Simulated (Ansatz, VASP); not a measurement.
# One calculation of TiB2N3, two programs

```
CELL_PARAMETERS angstrom
2.79859 0.00000 0.00000
0.00000 2.79859 0.00000
0.00000 0.00000 6.64116
ATOMIC_POSITIONS crystal
Ti 0.50000 0.50000 0.50000
B 0.50000 0.50000 0.87495
B 0.50000 0.50000 0.12505
N 0.00000 0.00000 0.00000
N 0.00000 0.00000 0.60684
N 0.00000 0.00000 0.39316
```

Change from the starting cell: species swapped into the MgSc3Ru2 type (P4/mmm, No. 123).

Alike in both runs: functional PBE; k mesh 14 × 14 × 6; occupations gaussian, width 0.1 eV; no spin polarisation.

Ansatz relaxed the structure, and its values are those at the end. VASP's run is a single point on that final structure, the one shown.

|  | VASP | Ansatz |
| --- | --- | --- |
| version | VASP 6.6.1 | Ansatz 0.2.0 |
| potentials or method | VASP PAW PBE potentials, release 64 (Ti_sv, B_h, N_h), cutoff 910 eV | scalar-relativistic, plane waves, PAW |
| valence electrons in the cell | 33 | 33 |

```csv
,VASP,Ansatz,Ansatz less VASP
gap on the k mesh at the Fermi level (eV),none,none,-
rms of the force components (eV/Å),0.021,0.001,-0.0210
```

A gap of «none» marks a metal or a gap that the smearing closes.

Noted on VASP's run: the cutoff is short for stress, so the pressure is rough.
